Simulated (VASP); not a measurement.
VMo3:

```
CELL_PARAMETERS angstrom
3.92665 0.00000 0.00000
0.00000 3.92665 0.00000
0.00000 0.00000 3.92665
ATOMIC_POSITIONS crystal
Mo 0.00000 0.50000 0.50000
Mo 0.50000 0.00000 0.50000
Mo 0.50000 0.50000 0.00000
V 0.00000 0.00000 0.00000
```

* Program: VASP 6.6.1
* Task: relaxation of cell and atoms
* Functional: PBE
* Potentials or basis: VASP PAW PBE potentials, release 64 (Mo_sv, V_sv)
* Cutoff: 600 eV
* k mesh: 12 × 12 × 12
* Occupations: gaussian, width 0.1 eV
* Spin: no spin polarisation

At the start: pressure 6.4 GPa; volume 15.14 Å³/atom.

Task: Where does the relaxation end?

Result: Over 4 steps the energy falls by 8.1 meV/atom and the volume is 15.55 Å³/atom (+2.7 %); space group Pm-3m (No. 221, to 0.1 Å) before and after.

The path:
| step | energy change (eV) | largest force (eV/Å) | pressure (GPa) | volume (Å³) |
| --- | --- | --- | --- | --- |
| 1 | 0.0000 | 0.0000 | 6.40 | 60.54 |
| 2 | 0.1125 | 0.0000 | -11.64 | 65.99 |
| 3 | -0.0324 | 0.0000 | -0.12 | 62.24 |
| 4 | -0.0324 | 0.0000 | -0.02 | 62.21 |

Final structure:
```yaml
crystal:
  lattice:
    - [3.96228, 0.00000, 0.00000]
    - [0.00000, 3.96228, 0.00000]
    - [0.00000, 0.00000, 3.96228]
  atoms:
    - { symbol: Mo, position: [0.00000, 0.50000, 0.50000] }
    - { symbol: Mo, position: [0.50000, 0.00000, 0.50000] }
    - { symbol: Mo, position: [0.50000, 0.50000, 0.00000] }
    - { symbol: V, position: [0.00000, 0.00000, 0.00000] }
```
